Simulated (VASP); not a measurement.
Wanted: the native input for a VASP 6.6.1 run.

```
Task                   : relaxation of cell and atoms
Functional             : PBE
Potentials or basis    : VASP PAW PBE potentials, release 64 (Na_pv, Te, P)
Cutoff                 : 600 eV
k mesh                 : 4 × 4 × 2
Occupations            : gaussian, width 0.1 eV
Spin                   : no spin polarisation
Dipole correction      : no
Further INCAR settings : ALGO = Normal; EDIFF = 1e-06; IBRION = 2; EDIFFG = -0.04; NSW = 90; ISIF = 3
```

The structure of Na6TeP2 lies in POSCAR:

```
Na6TeP2
1.0
    4.4540204100      0.0000000000      0.0000000000
    0.0000000000      4.4540204100      0.0000000000
    0.0000000000      0.0000000000      9.3782457800
Na Te P
6 1 2
Direct
    0.0000000000      0.5000000000      0.3413856300
    0.5000000000      0.0000000000      0.3413856300
    0.0000000000      0.5000000000      0.6586143700
    0.5000000000      0.0000000000      0.6586143700
    0.5000000000      0.5000000000      0.5000000000
    0.0000000000      0.0000000000      0.5000000000
    0.0000000000      0.0000000000      0.0000000000
    0.5000000000      0.5000000000      0.2024494000
    0.5000000000      0.5000000000      0.7975506000
```

The cell was built from a structure type or drawn by symmetry, and may not be a known phase.

One way to write it, as run:

INCAR

```
SYSTEM = Na6TeP2
  PREC = Accurate
  ENCUT = 600
  EDIFF = 1E-6
  ISMEAR = 0
  SIGMA = 0.1
  LREAL = .FALSE.
  LASPH = .TRUE.
  NELM = 80
  ALGO = Normal
  ISIF = 3
  LWAVE = .FALSE.
  LCHARG = .FALSE.
  GGA = PE
  IBRION = 2
  NSW = 90
  EDIFFG = -0.04
```

KPOINTS

```
Automatic mesh
0
G
  4 4 2
  0 0 0
```

Potentials or basis: VASP PAW PBE potentials, release 64 (Na_pv, Te, P).

Launch:

```console
$ cat potpaw_PBE.64/Na_pv/POTCAR potpaw_PBE.64/Te/POTCAR potpaw_PBE.64/P/POTCAR > POTCAR
$ mpirun -np 1 vasp_std > vasp.out
```

It gave:

```json
{
  "Relaxed volume": "29.17 Å³/atom",
  "Relaxed cell": "a = 5.893 Å, b = 5.893 Å, c = 7.560 Å, α = 90.00°, β = 90.00°, γ = 90.00°",
  "Space group after relaxing (to 0.1 Å)": "P4/mmm (No. 123)",
  "Energy gained by relaxing": "1132.8 meV/atom",
  "Ionic steps": "30",
  "Pressure after relaxing": "0.0 GPa",
  "Largest force after relaxing": "0.004 eV/Å",
  "Band gap on the k mesh": "zero (bands 29 and 30 overlap by 0.30 eV)"
}
```

Caveat: the volume moved by over 15 % at a fixed basis, so the end points are rough; spin-orbit coupling is left out, which moves the levels of the heavy elements.

Wall time 14 min on 1 thread of Intel(R) Xeon(R) 6975P-C (Granite Rapids), with other jobs on the host, peak memory 0.37 GiB.
